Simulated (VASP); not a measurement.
# NiO (Fm-3m) in VASP: single point with r2SCAN

Aim: the single point of NiO with r2SCAN.

Everything below comes from runs of VASP 6.6.1. Logs are shortened: lines on timing, memory, paths and dates and some standing lists are left out, and cuts for length are marked.

### Step 1. The cell of the first run

It takes space group Fm-3m (No. 225, cubic). The conventional cell has a = 4.177 Å, b = 4.177 Å, c = 4.177 Å, α = 90.00°, β = 90.00°, γ = 90.00°. Ni (site symmetry m-3m) has 6 O at 2.09 Å within 2.8 Å. Within 2.8 Å of O (site symmetry m-3m) lie 6 Ni at 2.09 Å.

### Step 2. Single point, r2SCAN, collinear spin, ferromagnetic start (9.11 Å³/atom)

File POSCAR:

```
NiO
1.0
    0.0000000000      2.0883349917      2.0883349917
    2.0883349917      0.0000000000      2.0883349917
    2.0883349917      2.0883349917      0.0000000000
Ni O
1 1
Direct
    0.0000000000      0.0000000000      0.0000000000
    0.5000000000      0.5000000000      0.5000000000
```

File INCAR.step1:

```
PREC = Accurate
ENCUT = 770
ISMEAR = 0
SIGMA = 0.05
LREAL = F
LASPH = T
NELM = 200
ISPIN = 2
MAGMOM = 1.84 0
LMAXMIX = 4
NBANDS = 23
GGA = PE
ALGO = Normal
EDIFF = 1E-5
LWAVE = T
LCHARG = F
GGA_COMPAT = F
```

File INCAR.step2:

```
PREC = Accurate
ENCUT = 770
EDIFF = 1E-6
ISMEAR = 0
SIGMA = 0.05
LREAL = F
LASPH = T
NELM = 200
ALGO = Normal
ISIF = 2
LWAVE = F
LCHARG = T
ISPIN = 2
MAGMOM = 1.84 0
LORBIT = 11
LMAXMIX = 4
METAGGA = R2SCAN
LMIXTAU = T
LELF = T
LVHAR = T
NBANDS = 23
ISTART = 1
GGA_COMPAT = F
```

File KPOINTS:

```
regular mesh
0
Gamma
  14 14 14
```

Potentials or basis: VASP PAW PBE potentials, release 64 (Ni_sv_GW, O).

On the command line:

```bash
$ cat potpaw_PBE.64/Ni_sv_GW/POTCAR potpaw_PBE.64/O/POTCAR > POTCAR
$ cp INCAR.step1 INCAR
$ mpirun -np 1 vasp_std > vasp.out
$ cp INCAR.step2 INCAR
$ mpirun -np 1 vasp_std > vasp.out
```

OUTCAR:

```text
PREC = Accurate
   ENCUT = 770
   EDIFF = 1E-6
   ISMEAR = 0
   LREAL = F
   LASPH = T
   NELM = 200
   ISIF = 2
   ISPIN = 2
   LORBIT = 11
   METAGGA = R2SCAN
   ISTART = 1

 ion  position               nearest neighbor table
   1  0.000  0.000  0.000-   2 2.09   2 2.09   2 2.09   2 2.09   2 2.09   2 2.09
   2  0.500  0.500  0.500-   1 2.09   1 2.09   1 2.09   1 2.09   1 2.09   1 2.09

  LATTYP: Found a face centered cubic cell.
 ALAT       =     4.1766699834

  Lattice vectors:

 A1 = (   0.0000000000,   2.0883349917,   2.0883349917)
 A2 = (   2.0883349917,   0.0000000000,   2.0883349917)
 A3 = (   2.0883349917,   2.0883349917,   0.0000000000)

Analysis of symmetry for initial positions (statically):
=====================================================================
 Subroutine PRICEL returns:
 Original cell was already a primitive cell.

 Routine SETGRP: Setting up the symmetry group for a
 face centered cubic supercell.

 Subroutine GETGRP returns: Found 48 space group operations
 (whereof 48 operations were pure point group operations)
 out of a pool of 48 trial point group operations.

The static configuration has the point symmetry O_h .

Analysis of symmetry for dynamics (positions and initial velocities):
=====================================================================
 Subroutine PRICEL returns:
 Original cell was already a primitive cell.

 Routine SETGRP: Setting up the symmetry group for a
 face centered cubic supercell.

 Subroutine GETGRP returns: Found 48 space group operations
 (whereof 48 operations were pure point group operations)
 out of a pool of 48 trial point group operations.

The dynamic configuration has the point symmetry O_h .

Analysis of structural, dynamic, and magnetic symmetry:
=====================================================================
 Subroutine PRICEL returns:
 Original cell was already a primitive cell.

 Routine SETGRP: Setting up the symmetry group for a
 face centered cubic supercell.

 Subroutine GETGRP returns: Found 48 space group operations
 (whereof 48 operations were pure point group operations)
 out of a pool of 48 trial point group operations.

The overall configuration has the point symmetry O_h .

 Subroutine INISYM returns: Found 48 space group operations
 (whereof 48 operations are pure point group operations),
 and found     1 'primitive' translations

----------------------------------------------------------------------------------------

                                     Primitive cell

  volume of cell :      18.2151

  direct lattice vectors                    reciprocal lattice vectors
     0.000000000  2.088334992  2.088334992    -0.239425189  0.239425189  0.239425189
     2.088334992  0.000000000  2.088334992     0.239425189 -0.239425189  0.239425189
     2.088334992  2.088334992  0.000000000     0.239425189  0.239425189 -0.239425189

  length of vectors
     2.953351668  2.953351668  2.953351668     0.414696592  0.414696592  0.414696592

  position of ions in fractional coordinates (direct lattice)
     0.000000000  0.000000000  0.000000000
     0.500000000  0.500000000  0.500000000

  ion indices of the primitive-cell ions
   primitive index   ion index
                 1           1
                 2           2

----------------------------------------------------------------------------------------

 KPOINTS: regular mesh

Automatic generation of k-mesh.
 Grid dimensions read from file:
 generate k-points for:   14   14   14

 Generating k-lattice:

  Cartesian coordinates                     Fractional coordinates (reciprocal lattice)
    -0.017101799  0.017101799  0.017101799     0.071428571  0.000000000  0.000000000
     0.017101799 -0.017101799  0.017101799     0.000000000  0.071428571  0.000000000
     0.017101799  0.017101799 -0.017101799     0.000000000  0.000000000  0.071428571

  Length of vectors
     0.029621185  0.029621185  0.029621185

  Shift w.r.t. Gamma in fractional coordinates (k-lattice)
     0.000000000  0.000000000  0.000000000

 Subroutine IBZKPT returns following result:
 ===========================================

 Found    104 irreducible k-points:

 Following reciprocal coordinates:
            Coordinates               Weight
  0.000000  0.000000  0.000000      1.000000
  0.071429  0.000000  0.000000      8.000000
  0.142857  0.000000  0.000000      8.000000
  0.214286  0.000000  0.000000      8.000000
  0.285714  0.000000  0.000000      8.000000
  0.357143  0.000000  0.000000      8.000000
[... 16 lines left out ...]
  0.214286  0.142857  0.000000     24.000000
  0.285714  0.142857  0.000000     24.000000
 [... further k-points ...]
   k-points           NKPTS =    104   k-points in BZ     NKDIM =    104   number of bands    NBANDS=     23
   number of dos      NEDOS =    301   number of ions     NIONS =      2
   total plane-waves  NPLWV =  21952
   dimension x,y,z NGX =    28 NGY =   28 NGZ =   28
   dimension x,y,z NGXF=    56 NGYF=   56 NGZF=   56
   ions per type =               1   1
   NGX,Y,Z   is equivalent  to a cutoff of  15.76, 15.76, 15.76 a.u.
   NGXF,Y,Z  is equivalent  to a cutoff of  31.52, 31.52, 31.52 a.u.
 SYSTEM =  unknown system
   PREC   = accura    normal or accurate (medium, high low for compatibility)
   ISTART =      1    job   : 0-new  1-cont  2-samecut
   ICHARG =      0    charge: 1-file 2-atom 10-const
   ISPIN  =      2    spin polarized calculation?
   LNONCOLLINEAR =      F non collinear calculations
   LSORBIT =      F    spin-orbit coupling
   LASPH  =      T    aspherical Exc in radial PAW
   ENCUT  =  770.0 eV  56.59 Ry    7.52 a.u.   6.68  6.68  6.68*2*pi/ulx,y,z
   NELM   =    200;   NELMIN=  2; NELMDL=  0     # of ELM steps
   EDIFF  = 0.1E-05   stopping-criterion for ELM
   LREAL  =      F    real-space projection
   EDIFFG = 0.1E-04   stopping-criterion for IOM
   NSW    =      0    number of steps for IOM
   IBRION =     -1    ionic relax: 0-MD 1-quasi-New 2-CG
   NFREE  =      0    steps in history (QN), initial steepest desc. (CG)
   ISIF   =      2    stress and relaxation
   ISYM   =      2    0-nonsym 1-usesym 2-fastsym
   POTIM  = 0.5000    time-step for ionic-motion
   TEBEG  =    0.0;   TEEND  =   0.0 temperature during run
   PSTRESS=    0.0 pullay stress
   NELECT =      24.0000    total number of electrons
   NUPDOWN=      -1.0000    fix difference up-down
   EMIN   =  10.00;   EMAX   =-10.00  energy-range for DOS
   EFERMI =   0.00;   METHOD = LEGACY
   ISMEAR =     0;   SIGMA  =   0.05  broadening in eV -4-tet -1-fermi 0-gaus
   EFERMI_NEDOS =   21; number of points for ismear=-14 and -15
   IALGO  =     38    algorithm
   IMIX   =      4    mixing-type and parameters
     AMIX     =   0.40;   BMIX     =  1.00
     AMIX_MAG =   1.60;   BMIX_MAG =  1.00
  volume/ion in A,a.u.               =       9.11        61.46
  Fermi-wavevector in a.u.,A,eV,Ry     =   1.794741  3.391568 43.825654  3.221095
  Thomas-Fermi vector in A             =   2.856635
   LORBIT       =     11    0 simple, 1 ext, 2 COOP (PROOUT), +10 PAW based schemes
   METAGGA = R2SCAN    functional components
   LHFCALC =     F    Hartree Fock is set to
   AEXX    =    0.0000 exact exchange contribution
   IVDW    =     0    specifies the selected vdW correction
   LEPSILON=     F    determine dielectric tensor
   LRPA    =     F    only Hartree local field effects (RPA)
 spin polarized calculation
 Gauss-broadening in eV      SIGMA  =   0.05
  energy-cutoff  :      770.00
  volume of cell :       18.22
 maximum number of plane-waves:       905
   NGX = 13   NGY = 13   NGZ = 13

 number of electron      24.0000002 magnetization       1.9999899

 Free energy of the ion-electron system (eV)
  ---------------------------------------------------
  ext. energy  EPLUGINS =         0.00000000
  ---------------------------------------------------
  free energy    TOTEN  =       -21.11719605 eV

  energy without entropy =      -21.11719605  energy(sigma->0) =      -21.11719605

 E-fermi :   7.0351     XC(G=0): -13.8343

 val. band max:        6.6026898485   @ k =   0.5000   0.0000   0.0000
 cond. band min:       7.4224533427   @ k =   0.0000   0.0000   0.0000
 fundamental gap:      0.8197634942
 Fermi energy:         7.0350763937

 spin component 1

 k-point     1 :       0.0000    0.0000    0.0000
  band No.  band energies     occupation
      1    -102.1526      1.00000
      2     -61.0448      1.00000
      3     -61.0448      1.00000
      4     -61.0447      1.00000
      5     -14.5191      1.00000
      6       2.6170      1.00000
[... 15 lines left out ...]
     22      33.2825      0.00000
     23      33.2825      0.00000
[... 575 lines left out ...]
      1    -102.1509      1.00000
      2     -61.0582      1.00000
      3     -61.0487      1.00000
      4     -61.0482      1.00000
      5     -13.8198      1.00000
      6      -0.0257      1.00000
[... 15 lines left out ...]
     22      37.6606      0.00000
     23      38.6733      0.00000

 [... further k-points ...]

 spin component 2

 k-point     1 :       0.0000    0.0000    0.0000
  band No.  band energies     occupation
      1     -98.9931      1.00000
      2     -58.0371      1.00000
      3     -58.0371      1.00000
      4     -58.0305      1.00000
      5     -14.0073      1.00000
      6       4.4083      1.00000
[... 15 lines left out ...]
     22      34.3797      0.00000
     23      34.3808      0.00000
[... 575 lines left out ...]
      1     -98.9913      1.00000
      2     -58.0500      1.00000
      3     -58.0418      1.00000
      4     -58.0381      1.00000
      5     -13.2634      1.00000
      6       0.9878      1.00000
[... 15 lines left out ...]
     22      38.5028      0.00000
     23      39.5163      0.00000

 [... further k-points ...]
[... 5 lines left out ...]
  --------------------------------------------------------------------------------------
  -------------------------------------------------------------------------------------
  Total        0.1625711      0.1625711      0.1625711      0.0000000     -0.0000000      0.0000000
  in kB       14.2995834     14.2995834     14.2995834      0.0000000     -0.0000000      0.0000000
  external PRESSURE =      14.2995834 kB  Pullay stress =       0.0000000 kB

 VOLUME and BASIS-vectors are now :
 -----------------------------------------------------------------------------
  energy-cutoff  :      770.00
  volume of cell :       18.22
      direct lattice vectors                 reciprocal lattice vectors
     0.000000000  2.088334992  2.088334992    -0.239425189  0.239425189  0.239425189
     2.088334992  0.000000000  2.088334992     0.239425189 -0.239425189  0.239425189
     2.088334992  2.088334992  0.000000000     0.239425189  0.239425189 -0.239425189

 POSITION                                       TOTAL-FORCE (eV/Angst)
 -----------------------------------------------------------------------------------
      0.00000      0.00000      0.00000         0.000000      0.000000     -0.000000
      2.08833      2.08833      2.08833         0.000000      0.000000      0.000000
 -----------------------------------------------------------------------------------
    total drift:                                0.000000      0.000000      0.000000

  FREE ENERGIE OF THE ION-ELECTRON SYSTEM (eV)
  ---------------------------------------------------
  free  energy   TOTEN  =       -21.1171960530 eV

  energy  without entropy=      -21.1171960530  energy(sigma->0) =      -21.11719605

 total charge

# of ion       s       p       d       f       tot
--------------------------------------------------
    1        2.146   6.212   7.737   0.010  16.106
    2        1.550   3.503   0.000   0.000   5.053
--------------------------------------------------
tot          3.697   9.714   7.737   0.010  21.159

 magnetization (x)

# of ion       s       p       d       f       tot
--------------------------------------------------
    1        0.007   0.009   1.686   0.000   1.702
    2        0.029   0.239   0.000   0.000   0.268
--------------------------------------------------
tot          0.036   0.248   1.686   0.000   1.970
```

It took 5.4 min on 1 thread of Intel Xeon 6975P-C (Granite Rapids), shared host; peak memory 0.29 GiB.

What came out:

```yaml
Free_energy: -21.1172 eV
Pressure: 1.4 GPa
Band_gap_on_the_k_mesh: 0.82 eV (least direct gap 1.74 eV)
Net_moment: 2.00 μB per cell
Site_moments: Ni +1.70; O +0.27 μB
Valence_electrons_inside_the_program's_atomic_spheres: Ni 16.11; O 5.05
```

Caveat: the PAW data sets were made with another functional, which shifts forces and pressure a little; a cell with one magnetic atom can't hold antiferromagnetic order, which such compounds often take. r2SCAN opens gaps a little over a GGA but as a rule still falls short of measured ones.
